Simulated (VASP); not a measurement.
# PbO2 (P4_2/mnm) in VASP: notebook, part 3 of 3

VASP 6.6.1. Earlier steps stand in the parts before.

### Step 6. Relaxation of cell and atoms, PBEsol

This run uses another cell than the first one, of 14.20 Å³/atom.

Input file INCAR:

```
SYSTEM = PbO2
PREC = Accurate
ENCUT = 600
EDIFF = 1E-7
ISMEAR = 0
SIGMA = 0.1
LREAL = .FALSE.
LASPH = .TRUE.
NELM = 100
ALGO = Normal
ISIF = 3
LWAVE = .FALSE.
LCHARG = .FALSE.
GGA = PS
IBRION = 2
NSW = 100
EDIFFG = -0.005
```

Input file KPOINTS:

```
Automatic mesh
0
G
  8 8 10
  0 0 0
```

Input file POSCAR:

```
PbO2
1.0
    4.9972607689      0.0000000000      0.0000000000
    0.0000000000      4.9972607689      0.0000000000
    0.0000000000      0.0000000000      3.4115569158
Pb O
2 4
Direct
    0.0000000000      0.0000000000      0.0000000000
    0.5000000000      0.5000000000      0.5000000000
    0.3076225147      0.3076225147      0.0000000000
    0.1923774853      0.8076225147      0.5000000000
    0.6923774853      0.6923774853      0.0000000000
    0.8076225147      0.1923774853      0.5000000000
```

Potentials or basis: VASP PAW PBE potentials, release 64 (Pb_d, O).

Launch:

```console
$ cat potpaw_PBE.64/Pb_d/POTCAR potpaw_PBE.64/O/POTCAR > POTCAR
$ mpirun -np 1 vasp_std > vasp.out
```

OUTCAR:

```text
SYSTEM = PbO2
   PREC = Accurate
   ENCUT = 600
   EDIFF = 1E-7
   ISMEAR = 0
   LREAL = .FALSE.
   LASPH = .TRUE.
   NELM = 100
   ISIF = 3
   GGA = PS
   IBRION = 2
   NSW = 100
   EDIFFG = -0.005

 ion  position               nearest neighbor table
   1  0.000  0.000  0.000-   3 2.17   5 2.17   4 2.18   6 2.18   4 2.18   6 2.18   2 3.92   2 3.92
                             2 3.92   2 3.92   2 3.92   2 3.92   2 3.92   2 3.92
   2  0.500  0.500  0.500-   4 2.17   6 2.17   5 2.18   3 2.18   3 2.18   5 2.18   1 3.92   1 3.92
                             1 3.92   1 3.92   1 3.92   1 3.92   1 3.92   1 3.92
   3  0.308  0.308  0.000-   1 2.17   2 2.18   2 2.18
   4  0.192  0.808  0.500-   2 2.17   1 2.18   1 2.18
   5  0.692  0.692  0.000-   1 2.17   2 2.18   2 2.18
   6  0.808  0.192  0.500-   2 2.17   1 2.18   1 2.18

  LATTYP: Found a simple tetragonal cell.
 ALAT       =     4.9972607689
 C/A-ratio  =     0.6826853898

  Lattice vectors:

 A1 = (   4.9972607689,   0.0000000000,   0.0000000000)
 A2 = (   0.0000000000,   4.9972607689,   0.0000000000)
 A3 = (   0.0000000000,   0.0000000000,   3.4115569158)

Analysis of symmetry for initial positions (statically):
[... 191 lines left out ...]
  --------------------------------------------------------------------------------------
  -------------------------------------------------------------------------------------
  Total        0.0740378      0.0740378      0.1506903     -0.0000000      0.0000000      0.0000000
  in kB        1.3923472      1.3923472      2.8338656     -0.0000000      0.0000000      0.0000000
  external PRESSURE =       1.8728533 kB  Pullay stress =       0.0000000 kB
[... 67 lines left out ...]
--------------------------------------- Ionic step        3  -------------------------------------------

 number of electron      52.0000007 magnetization

 Free energy of the ion-electron system (eV)
  ---------------------------------------------------
  ext. energy  EPLUGINS =         0.00000000
  ---------------------------------------------------
  free energy    TOTEN  =       -34.07452584 eV

  energy without entropy =      -34.07229159  energy(sigma->0) =      -34.07340872

 E-fermi :   4.0572     XC(G=0): -10.8614

 val. band max:        4.0507488336   @ k =   0.0000   0.0000   0.1000
 cond. band min:       4.0581335862   @ k =   0.1250   0.0000   0.0000
 fundamental gap:      0.0073847526
 Fermi energy:         4.0571526389

 k-point     1 :       0.0000    0.0000    0.0000
  band No.  band energies     occupation
      1     -14.1710      2.00000
      2     -14.0558      2.00000
      3     -12.3880      2.00000
      4     -12.3880      2.00000
      5     -11.4668      2.00000
      6     -11.2694      2.00000
[... 805 lines left out ...]
     30      10.7086      0.00000
     31      13.3926      0.00000

 [... further k-points ...]

------------------------ aborting loop because EDIFF is reached ----------------------------------------

  FORCE on cell =-STRESS in cart. coord.  units (eV):
  Direction    XX          YY          ZZ          XY          YZ          ZX
  --------------------------------------------------------------------------------------
  -------------------------------------------------------------------------------------
  Total       -0.0158400     -0.0158400      0.0114729     -0.0000000      0.0000000      0.0000000
  in kB       -0.2975086     -0.2975086      0.2154856     -0.0000000      0.0000000      0.0000000
  external PRESSURE =      -0.1265105 kB  Pullay stress =       0.0000000 kB
[... 21 lines left out ...]
  FREE ENERGIE OF THE ION-ELECTRON SYSTEM (eV)
  ---------------------------------------------------
  free  energy   TOTEN  =       -34.0745258420 eV

  energy  without entropy=      -34.0722915925  energy(sigma->0) =      -34.07340872

 reached required accuracy - stopping structural energy minimisation
```

CONTCAR:

```text
PbO2
   1.00000000000000
     4.9988268960280120   -0.0000000000000000    0.0000000000000000
    -0.0000000000000000    4.9988268960280120    0.0000000000000000
     0.0000000000000000    0.0000000000000000    3.4137330182210355
  Pb              O
     2     4
Direct
     0.0000000000000000    0.0000000000000000    0.0000000000000000
     0.5000000000000000    0.5000000000000000    0.5000000000000000
     0.3075873464208850    0.3075873464208850    0.0000000000000000
     0.1924126535791151    0.8075873464208850    0.5000000000000000
     0.6924126535791150    0.6924126535791150    0.0000000000000000
     0.8075873464208850    0.1924126535791151    0.5000000000000000

  0.00000000E+00  0.00000000E+00  0.00000000E+00
  0.00000000E+00  0.00000000E+00  0.00000000E+00
  0.00000000E+00  0.00000000E+00  0.00000000E+00
  0.00000000E+00  0.00000000E+00  0.00000000E+00
  0.00000000E+00  0.00000000E+00  0.00000000E+00
  0.00000000E+00  0.00000000E+00  0.00000000E+00
```

Run time: 3.2 min. Hardware: 1 thread of Intel Xeon 6975P-C (Granite Rapids), shared host; peak memory 0.37 GiB.

Results:

```yaml
Free_energy: -34.0745 eV
Relaxed_volume: 14.22 Å³/atom
Relaxed_cell: a = 4.999 Å, b = 4.999 Å, c = 3.414 Å, α = 90.00°, β = 90.00°, γ = 90.00°
Space_group_after_relaxing_to_0.1_Å: P4_2/mnm (No. 136)
Energy_gained_by_relaxing: 0.0 meV/atom
Ionic_steps: 3
Pressure_after_relaxing: 0.0 GPa
Band_gap_on_the_k_mesh: 0.05 eV (least direct gap 0.09 eV)
```

Forces in eV/Å, atoms in the order of the input:
```
Pb   0.000  0.000  0.000
Pb   0.000  0.000  0.000
O   -0.002 -0.002  0.000
O    0.002 -0.002  0.000
O    0.002  0.002  0.000
O   -0.002  0.002  0.000
```

Final structure:
```cif
data_structure
_symmetry_space_group_name_H-M 'P 1'
_symmetry_Int_Tables_number 1
_cell_length_a 4.9988
_cell_length_b 4.9988
_cell_length_c 3.4137
_cell_angle_alpha 90.000
_cell_angle_beta 90.000
_cell_angle_gamma 90.000
_cell_volume 85.30
loop_
_atom_site_label
_atom_site_type_symbol
_atom_site_fract_x
_atom_site_fract_y
_atom_site_fract_z
_atom_site_occupancy
Pb1 Pb 0.00000 0.00000 0.00000 1
Pb2 Pb 0.50000 0.50000 0.50000 1
O1 O 0.30759 0.30759 0.00000 1
O2 O 0.19241 0.80759 0.50000 1
O3 O 0.69241 0.69241 0.00000 1
O4 O 0.80759 0.19241 0.50000 1
```

Levels at points of the mesh, in eV from the valence-band top:
```csv
k point,band 22,band 23,band 24,band 25,band 26,band 27,band 28,band 29,band 30,band 31
"(0.00, 0.00, 0.00)",-0.66,-0.59,-0.59,-0.57,-0.57,0.11,4.17,5.74,5.74,9.49
"(0.50, 0.00, 0.00)",-1.31,-0.63,-0.63,-0.36,-0.36,2.37,2.37,6.35,6.35,9.65
"(0.50, 0.50, 0.00)",-1.56,-0.65,-0.65,-0.45,-0.45,2.77,2.77,6.64,6.64,9.99
"(0.00, 0.00, 0.50)",-2.00,-1.09,-1.09,-0.76,-0.76,3.69,3.69,8.74,8.74,9.54
"(0.50, 0.00, 0.50)",-1.05,-0.75,-0.75,-0.19,-0.19,4.00,4.00,7.19,7.19,9.82
"(0.50, 0.50, 0.50)",-1.88,-0.65,-0.65,-0.49,-0.49,2.76,2.76,8.19,8.19,9.68
```

Caveat: the smearing spreads over this small gap; the PAW data sets were made with another functional, which shifts forces and pressure a little; spin-orbit coupling is left out, which moves the levels of the heavy elements. A k mesh can miss the band edges.

### Step 7. Summary

| task | cell | cutoff (eV) | smearing | gap on the mesh (eV) | pressure (GPa) | largest force (eV/Å) |
| --- | --- | --- | --- | --- | --- | --- |
| relaxation of cell and atoms | relaxed to 15 GPa from a = 4.805, b = 4.805, c = 3.352 Å, 6 atoms, atomic positions A | 600 | gaussian 0.1 eV | 0.03 | 15.0 | - |
| relaxation of cell and atoms | relaxed to 8 GPa from a = 4.889, b = 4.889, c = 3.367 Å, 6 atoms, atomic positions B | 600 | gaussian 0.1 eV | 0.02 | 7.9 | - |
| single point | a = 4.997, b = 4.997, c = 3.412 Å, 6 atoms, atomic positions C | 520 | gaussian 0.1 eV | 0.05 | 0.3 | 0.01 |
| single point | a = 4.997, b = 4.997, c = 3.412 Å, 6 atoms, atomic positions C | 520 | gaussian 0.01 eV | 0.05 | 0.3 | 0.01 |
| relaxation of cell and atoms | relaxed from a = 4.997, b = 4.997, c = 3.412 Å, 6 atoms, atomic positions C | 600 | gaussian 0.1 eV | 0.05 | 0.0 | - |

Alike in all rows: level PBEsol; potentials or basis VASP PAW PBE potentials, release 64 (Pb_d, O); no spin polarisation; k mesh 8 × 8 × 10.

Caveats: the PAW data sets were made with another functional, which shifts forces and pressure a little; spin-orbit coupling is left out, which moves the levels of the heavy elements; the smearing spreads over this small gap (at least some runs); the cell is relaxed towards a set pressure, so the run minimises the enthalpy, not the energy (at least some runs).

Total energies depend on the potentials used, so only differences within one code and one set of settings carry meaning.

The gap in the log of VASP goes by the Fermi energy; the results here count the filled bands.